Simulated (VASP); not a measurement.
Here is a VASP 6.6.1 calculation.

File INCAR:

```
PREC = Accurate
ENCUT = 520
EDIFF = 1E-7
ISMEAR = 0
SIGMA = 0.05
LREAL = F
LASPH = T
NELM = 60
ALGO = Normal
ISIF = 2
LWAVE = F
LCHARG = T
GGA = PE
LELF = T
LVHAR = T
NBANDS = 28
```

Contents of KPOINTS:

```
regular mesh
0
Gamma
  8 8 8
```

File POSCAR:

```
SrTiO3
1.0
    3.9364035669      0.0000000000      0.0000000000
    0.0000000000      3.9364035669      0.0000000000
    0.0000000000      0.0000000000      3.9364035669
Sr Ti O
1 1 3
Direct
    0.0000000000      0.0000000000      0.0000000000
    0.5000000000      0.5000000000      0.5000000000
    0.0000000000      0.5000000000      0.5000000000
    0.5000000000      0.0000000000      0.5000000000
    0.5000000000      0.5000000000      0.0000000000
```

Potentials or basis: VASP PAW PBE potentials, release 64 (Sr_sv, Ti_sv, O).

The run is started by

```bash
$ cat potpaw_PBE.64/Sr_sv/POTCAR potpaw_PBE.64/Ti_sv/POTCAR potpaw_PBE.64/O/POTCAR > POTCAR
$ mpirun -np 1 vasp_std > vasp.out
```

Task: Estimate the pressure.

Result: 0.6 GPa.

Task: Estimate the band gap on the k mesh.

Result: 1.81 eV, indirect (least direct gap 2.18 eV).

A k mesh can miss the band edges. Expect the measured gap to be larger: semilocal functionals such as PBE lack the derivative discontinuity.
